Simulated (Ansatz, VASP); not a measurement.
## WC in VASP and in Ansatz

```
W C
1.0
     2.87150    0.00000    0.00000
    -1.43575    2.53703    0.00000
     0.00000    0.00000    2.82900
W C
1 1
Direct
  0.00000 0.00000 0.00000
  0.66667 0.33333 0.50000
```

Change from the starting cell: strain -0.0100 x Voigt [1, -1, 0, 0, 0, 0], atoms carried along.

Alike in both runs: task single point; functional PBEsol; k mesh 18 × 18 × 16; occupations gaussian, width 0.15 eV; no spin polarisation.

```csv
,VASP,Ansatz
version,VASP 6.6.1,Ansatz 0.2.0
potentials or method,"VASP PAW PBE potentials, release 64 (W_sv, C), cutoff 520 eV","scalar-relativistic, plane waves, PAW"
valence electrons in the cell,18,18
```

Ansatz gave:

- gap on the k mesh at the Fermi level (eV): none
- pressure (GPa): -0.6
- traceless stress, the component that is largest in VASP (GPa): -5.14
- rms of the force components (eV/Å): 0.064

Problem. What did VASP give for the same quantities?

Solution. gap on the k mesh at the Fermi level (eV): none; pressure (GPa): 0.7; traceless stress, the component that is largest in VASP (GPa): -5.28; rms of the force components (eV/Å): 0.065.

VASP's potentials were made for PBE, not for PBEsol. Atom by atom the forces differ by 0.002 eV/Å (rms over components). A gap of «none» marks a metal or a gap that the smearing closes.

Spin-orbit coupling is off throughout.
